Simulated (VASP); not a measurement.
Crystal: Li2GeAs2.

```
CELL_PARAMETERS angstrom
3.60175 0.00000 0.00000
-1.80087 3.11921 0.00000
0.00000 0.00000 8.10999
ATOMIC_POSITIONS crystal
Li 0.33333 0.66667 0.50000
Li 0.66667 0.33333 0.50000
Ge 0.00000 0.00000 0.50000
As 0.00000 0.00000 0.87215
As 0.00000 0.00000 0.12785
```

The cell was generated, and may not be a known phase.

- Program: VASP 6.6.1
- Task: relaxation of cell and atoms
- Functional: PBE
- Potentials or basis: VASP PAW PBE potentials, release 64 (Li_sv, Ge_d, As)
- Cutoff: 600 eV
- k mesh: 6 × 6 × 2
- Occupations: gaussian, width 0.1 eV
- Spin: no spin polarisation

At the start: pressure 23.8 GPa; volume 18.22 Å³/atom.

Question: How do energy, volume and symmetry change on relaxing?

Answer: Over 10 steps the energy falls by 851.4 meV/atom and the volume is 26.75 Å³/atom (+46.8 %); space group P6/mmm (No. 191, to 0.1 Å) before and after.

Step by step:
```csv
step,energy change (eV),largest force (eV/Å),pressure (GPa),volume (Å³)
1,0.0000,4.0566,23.83,91.11
2,-3.1517,1.0894,-1.84,131.10
3,-3.1527,1.0592,-2.08,132.32
4,-4.1966,0.7517,-0.63,132.70
5,-4.2426,0.5184,-0.12,132.53
6,-4.2463,0.4039,0.13,132.44
7,-4.2461,0.4466,0.04,132.47
8,-4.2555,0.0421,0.38,132.57
9,-4.2555,0.0102,0.36,132.57
10,-4.2571,0.0163,0.08,133.76
```

Final structure:
```cif
data_structure
_symmetry_space_group_name_H-M 'P 1'
_symmetry_Int_Tables_number 1
_cell_length_a 4.5443
_cell_length_b 4.5443
_cell_length_c 7.4793
_cell_angle_alpha 90.000
_cell_angle_beta 90.000
_cell_angle_gamma 120.000
_cell_volume 133.76
loop_
_atom_site_label
_atom_site_type_symbol
_atom_site_fract_x
_atom_site_fract_y
_atom_site_fract_z
_atom_site_occupancy
Li1 Li 0.33333 0.66667 0.50000 1
Li2 Li 0.66667 0.33333 0.50000 1
Ge1 Ge 0.00000 0.00000 0.50000 1
As1 As 0.00000 0.00000 0.85364 1
As2 As 0.00000 0.00000 0.14636 1
```

Caveat: the k points lie up to 0.42 Å⁻¹ apart in the final cell, too coarse for converged energies and pressures of a metal; the cutoff is under 1.25 times the usual one of these potentials, so pressure, stress and relaxed cells hold a basis-set (Pulay) error; the volume moved by over 15 % at a fixed basis, so the end points are rough.
